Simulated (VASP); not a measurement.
# CuPt6 (P6/mmm) in VASP: single point with PBE

Aim: the single point of CuPt6 with PBE.

Program: VASP 6.6.1. These are calculated values, not measurements. Logs are shortened: lines on timing, memory, paths and dates and some standing lists are left out, and cuts for length are marked.

### Step 1. The cell of the first run

Symmetry: P6/mmm, No. 191, hexagonal system. The conventional cell has a = 7.195 Å, b = 7.195 Å, c = 2.618 Å, α = 90.00°, β = 90.00°, γ = 120.00°. Within 3.4 Å of Cu (site symmetry 6/mmm) lie 6 Pt at 2.61 Å and 2 Cu at 2.62 Å. Within 3.4 Å of Pt (site symmetry mm2) lie 6 Pt at 2.61 to 2.67 Å and 1 Cu at 2.61 Å.

The cell was generated, and may not be a known phase.

### Step 2. Single point, PBE

The input, INCAR:

```
PREC = Accurate
ENCUT = 820
EDIFF = 1E-6
ISMEAR = 0
SIGMA = 0.1
LREAL = F
LASPH = T
NELM = 120
ALGO = Normal
ISIF = 2
LWAVE = F
LCHARG = F
GGA = PE
NBANDS = 72
GGA_COMPAT = F
```

The input, KPOINTS:

```
Automatic mesh
0
Gamma
  6 6 4
```

The input, POSCAR:

```
CuPt6
1.0
    7.1946324891      0.0000000000      0.0000000000
   -3.5973162446      6.2307345065      0.0000000000
    0.0000000000      0.0000000000      2.6184326982
Cu Pt
1 6
Direct
    0.0000000000      0.0000000000      0.5000000000
    0.7905820529      0.2094179471      0.5000000000
    0.7905820529      0.5811641059      0.5000000000
    0.4188358941      0.2094179471      0.5000000000
    0.2094179471      0.7905820529      0.5000000000
    0.2094179471      0.4188358941      0.5000000000
    0.5811641059      0.7905820529      0.5000000000
```

Potentials or basis: VASP PAW PBE potentials, release 64 (Cu_sv_GW, Pt_sv_GW).

Launch:

```bash
cat potpaw_PBE.64/Cu_sv_GW/POTCAR potpaw_PBE.64/Pt_sv_GW/POTCAR > POTCAR
mpirun -np 1 vasp_std > vasp.out
```

OUTCAR:

```text
PREC = Accurate
   ENCUT = 820
   EDIFF = 1E-6
   ISMEAR = 0
   LREAL = F
   LASPH = T
   NELM = 120
   ISIF = 2
   GGA = PE

 ion  position               nearest neighbor table
   1  0.000  0.000  0.500-   4 2.61   7 2.61   6 2.61   3 2.61   2 2.61   5 2.61
   2  0.791  0.209  0.500-   6 2.61   1 2.61   7 2.61   4 2.67   3 2.67
   3  0.791  0.581  0.500-   7 2.61   1 2.61   5 2.61   4 2.67   2 2.67
   4  0.419  0.209  0.500-   6 2.61   1 2.61   5 2.61   2 2.67   3 2.67
   5  0.209  0.791  0.500-   3 2.61   1 2.61   4 2.61   7 2.67   6 2.67
   6  0.209  0.419  0.500-   4 2.61   1 2.61   2 2.61   7 2.67   5 2.67
   7  0.581  0.791  0.500-   3 2.61   1 2.61   2 2.61   5 2.67   6 2.67

  LATTYP: Found a hexagonal cell.
 ALAT       =     7.1946324891
 C/A-ratio  =     0.3639425227

  Lattice vectors:

 A1 = (   7.1946324891,   0.0000000000,   0.0000000000)
 A2 = (  -3.5973162446,   6.2307345065,   0.0000000000)
 A3 = (   0.0000000000,   0.0000000000,   2.6184326982)

Analysis of symmetry for initial positions (statically):
=====================================================================
 Subroutine PRICEL returns:
 Original cell was already a primitive cell.

 Routine SETGRP: Setting up the symmetry group for a
 hexagonal supercell.

 Subroutine GETGRP returns: Found 24 space group operations
 (whereof 24 operations were pure point group operations)
 out of a pool of 24 trial point group operations.

The static configuration has the point symmetry D_6h.

Analysis of symmetry for dynamics (positions and initial velocities):
=====================================================================
 Subroutine PRICEL returns:
 Original cell was already a primitive cell.

 Routine SETGRP: Setting up the symmetry group for a
 hexagonal supercell.

 Subroutine GETGRP returns: Found 24 space group operations
 (whereof 24 operations were pure point group operations)
 out of a pool of 24 trial point group operations.

The dynamic configuration has the point symmetry D_6h.

 Subroutine INISYM returns: Found 24 space group operations
 (whereof 24 operations are pure point group operations),
 and found     1 'primitive' translations

----------------------------------------------------------------------------------------

                                     Primitive cell

  volume of cell :     117.3787

  direct lattice vectors                    reciprocal lattice vectors
     7.194632489  0.000000000  0.000000000     0.138992506  0.080247361  0.000000000
    -3.597316245  6.230734507  0.000000000     0.000000000  0.160494722  0.000000000
     0.000000000  0.000000000  2.618432698     0.000000000  0.000000000  0.381907849

  length of vectors
     7.194632489  7.194632489  2.618432698     0.160494722  0.160494722  0.381907849

  position of ions in fractional coordinates (direct lattice)
     0.000000000  0.000000000  0.500000000
     0.790582053  0.209417947  0.500000000
     0.790582053  0.581164106  0.500000000
     0.418835894  0.209417947  0.500000000
     0.209417947  0.790582053  0.500000000
     0.209417947  0.418835894  0.500000000
     0.581164106  0.790582053  0.500000000

  ion indices of the primitive-cell ions
   primitive index   ion index
                 1           1
                 2           2
                 3           3
                 4           4
                 5           5
                 6           6
                 7           7

----------------------------------------------------------------------------------------

 KPOINTS: Automatic mesh

Automatic generation of k-mesh.
 Grid dimensions read from file:
 generate k-points for:    6    6    4

 Generating k-lattice:

  Cartesian coordinates                     Fractional coordinates (reciprocal lattice)
     0.023165418  0.013374560  0.000000000     0.166666667  0.000000000  0.000000000
     0.000000000  0.026749120  0.000000000     0.000000000  0.166666667  0.000000000
     0.000000000  0.000000000  0.095476962     0.000000000  0.000000000  0.250000000

  Length of vectors
     0.026749120  0.026749120  0.095476962

  Shift w.r.t. Gamma in fractional coordinates (k-lattice)
     0.000000000  0.000000000  0.000000000

 Subroutine IBZKPT returns following result:
 ===========================================

 Found     21 irreducible k-points:

 Following reciprocal coordinates:
            Coordinates               Weight
  0.000000  0.000000  0.000000      1.000000
  0.166667 -0.000000  0.000000      6.000000
  0.333333  0.000000  0.000000      6.000000
  0.500000 -0.000000  0.000000      3.000000
  0.166667  0.166667  0.000000      6.000000
  0.333333  0.166667  0.000000     12.000000
[... 13 lines left out ...]
  0.333333  0.166667  0.500000     12.000000
  0.333333  0.333333  0.500000      2.000000
   k-points           NKPTS =     21   k-points in BZ     NKDIM =     21   number of bands    NBANDS=     72
   number of dos      NEDOS =    301   number of ions     NIONS =      7
   total plane-waves  NPLWV = 117600
   dimension x,y,z NGX =    70 NGY =   70 NGZ =   24
   dimension x,y,z NGXF=   140 NGYF=  140 NGZF=   48
   ions per type =               1   6
   NGX,Y,Z   is equivalent  to a cutoff of  16.17, 16.17, 15.24 a.u.
   NGXF,Y,Z  is equivalent  to a cutoff of  32.35, 32.35, 30.48 a.u.
 SYSTEM =  unknown system
   PREC   = accura    normal or accurate (medium, high low for compatibility)
   ISTART =      0    job   : 0-new  1-cont  2-samecut
   ICHARG =      2    charge: 1-file 2-atom 10-const
   ISPIN  =      1    spin polarized calculation?
   LNONCOLLINEAR =      F non collinear calculations
   LSORBIT =      F    spin-orbit coupling
   LASPH  =      T    aspherical Exc in radial PAW
   ENCUT  =  820.0 eV  60.27 Ry    7.76 a.u.  16.80 16.80  6.11*2*pi/ulx,y,z
   NELM   =    120;   NELMIN=  2; NELMDL= -5     # of ELM steps
   EDIFF  = 0.1E-05   stopping-criterion for ELM
   LREAL  =      F    real-space projection
   EDIFFG = 0.1E-04   stopping-criterion for IOM
   NSW    =      0    number of steps for IOM
   IBRION =     -1    ionic relax: 0-MD 1-quasi-New 2-CG
   NFREE  =      0    steps in history (QN), initial steepest desc. (CG)
   ISIF   =      2    stress and relaxation
   ISYM   =      2    0-nonsym 1-usesym 2-fastsym
   POTIM  = 0.5000    time-step for ionic-motion
   TEBEG  =    0.0;   TEEND  =   0.0 temperature during run
   PSTRESS=    0.0 pullay stress
   NELECT =     127.0000    total number of electrons
   NUPDOWN=      -1.0000    fix difference up-down
   EMIN   =  10.00;   EMAX   =-10.00  energy-range for DOS
   EFERMI =   0.00;   METHOD = LEGACY
   ISMEAR =     0;   SIGMA  =   0.10  broadening in eV -4-tet -1-fermi 0-gaus
   EFERMI_NEDOS =   21; number of points for ismear=-14 and -15
   IALGO  =     38    algorithm
   IMIX   =      4    mixing-type and parameters
     AMIX     =   0.40;   BMIX     =  1.00
     AMIX_MAG =   1.60;   BMIX_MAG =  1.00
  volume/ion in A,a.u.               =      16.77       113.16
  Fermi-wavevector in a.u.,A,eV,Ry     =   1.680659  3.175985 38.431223  2.824615
  Thomas-Fermi vector in A             =   2.764354
   LORBIT       =      0    0 simple, 1 ext, 2 COOP (PROOUT), +10 PAW based schemes
   GGA     = PE    functional components
   LHFCALC =     F    Hartree Fock is set to
   AEXX    =    0.0000 exact exchange contribution
   IVDW    =     0    specifies the selected vdW correction
   LEPSILON=     F    determine dielectric tensor
   LRPA    =     F    only Hartree local field effects (RPA)
 non-spin polarized calculation
 Gauss-broadening in eV      SIGMA  =   0.10
  energy-cutoff  :      820.00
  volume of cell :      117.38
 maximum number of plane-waves:      6288
 NGX is ok and might be reduce to    70
   NGX = 33   NGY = 33   NGZ = 13

 number of electron     126.9999999 magnetization

 Free energy of the ion-electron system (eV)
  ---------------------------------------------------
  ext. energy  EPLUGINS =         0.00000000
  ---------------------------------------------------
  free energy    TOTEN  =       -39.42057961 eV

  energy without entropy =      -39.37941534  energy(sigma->0) =      -39.39999748

 E-fermi :   8.0665     XC(G=0): -12.9979

 val. band max:        8.0548944969   @ k =   0.3333   0.3333   0.0000
 cond. band min:       8.0990751376   @ k =   0.1667   0.1667   0.0000
 fundamental gap:      0.0441806407
 Fermi energy:         8.0664761013

 k-point     1 :       0.0000    0.0000    0.0000
  band No.  band energies     occupation
      1    -104.0361      2.00000
      2     -90.2983      2.00000
      3     -90.2778      2.00000
      4     -90.2778      2.00000
      5     -90.2722      2.00000
      6     -90.2649      2.00000
[... 64 lines left out ...]
     71      15.5709      0.00000
     72      15.9693      0.00000

 k-point     2 :       0.1667   -0.0000    0.0000
  band No.  band energies     occupation
      1    -104.0361      2.00000
      2     -90.2972      2.00000
      3     -90.2792      2.00000
      4     -90.2778      2.00000
      5     -90.2740      2.00000
      6     -90.2649      2.00000
[... 64 lines left out ...]
     71      14.4352      0.00000
     72      14.5721      0.00000

 k-point     3 :       0.3333    0.0000    0.0000
  band No.  band energies     occupation
      1    -104.0361      2.00000
      2     -90.2942      2.00000
      3     -90.2836      2.00000
      4     -90.2779      2.00000
      5     -90.2752      2.00000
      6     -90.2649      2.00000
[... 1339 lines left out ...]
     71      13.3221      0.00000
     72      13.6608      0.00000

 k-point    21 :       0.3333    0.3333    0.5000
  band No.  band energies     occupation
      1    -104.0329      2.00000
      2     -90.2632      2.00000
      3     -90.2632      2.00000
      4     -90.2598      2.00000
      5     -90.2444      2.00000
      6     -90.2444      2.00000
[... 64 lines left out ...]
     71      13.6898      0.00000
     72      13.7338      0.00000

------------------------ aborting loop because EDIFF is reached ----------------------------------------

  FORCE on cell =-STRESS in cart. coord.  units (eV):
  Direction    XX          YY          ZZ          XY          YZ          ZX
  --------------------------------------------------------------------------------------
  -------------------------------------------------------------------------------------
  Total       -0.2281675     -0.2281675     -0.2903718      0.0000000      0.0000000     -0.0000000
  in kB       -3.1144055     -3.1144055     -3.9634713      0.0000000      0.0000000     -0.0000000
  external PRESSURE =      -3.3974274 kB  Pullay stress =       0.0000000 kB

 VOLUME and BASIS-vectors are now :
 -----------------------------------------------------------------------------
  energy-cutoff  :      820.00
  volume of cell :      117.38
      direct lattice vectors                 reciprocal lattice vectors
     7.194632489  0.000000000  0.000000000     0.138992506  0.080247361  0.000000000
    -3.597316245  6.230734507  0.000000000     0.000000000  0.160494722  0.000000000
     0.000000000  0.000000000  2.618432698     0.000000000  0.000000000  0.381907849

 POSITION                                       TOTAL-FORCE (eV/Angst)
 -----------------------------------------------------------------------------------
      0.00000      0.00000      1.30922         0.000000     -0.000000      0.000000
      4.93460      1.30483      1.30922        -0.000208      0.000120     -0.000000
      3.59732      3.62108      1.30922         0.000000     -0.000240      0.000000
      2.26003      1.30483      1.30922         0.000208      0.000120     -0.000000
     -1.33729      4.92591      1.30922         0.000208     -0.000120     -0.000000
      0.00000      2.60966      1.30922        -0.000000      0.000240     -0.000000
      1.33729      4.92591      1.30922        -0.000208     -0.000120      0.000000
 -----------------------------------------------------------------------------------
    total drift:                                0.000000     -0.000000      0.000000

  FREE ENERGIE OF THE ION-ELECTRON SYSTEM (eV)
  ---------------------------------------------------
  free  energy   TOTEN  =       -39.4205796070 eV

  energy  without entropy=      -39.3794153449  energy(sigma->0) =      -39.39999748
```

Wall time 5.7 min (1 thread of Intel Xeon 6975P-C (Granite Rapids), shared host); peak memory 0.52 GiB.

Results:

```
Free energy            : -39.4206 eV
Pressure               : -0.3 GPa
Band gap on the k mesh : zero (an odd number of electrons rules out a gap without spin polarisation)
```

Caveat: the k points lie up to 0.60 Å⁻¹ apart, too coarse for converged energies and pressures of a metal; spin-orbit coupling is left out, which moves the levels of the heavy elements.

The gap in the log of VASP goes by the Fermi energy; the results here count the filled bands.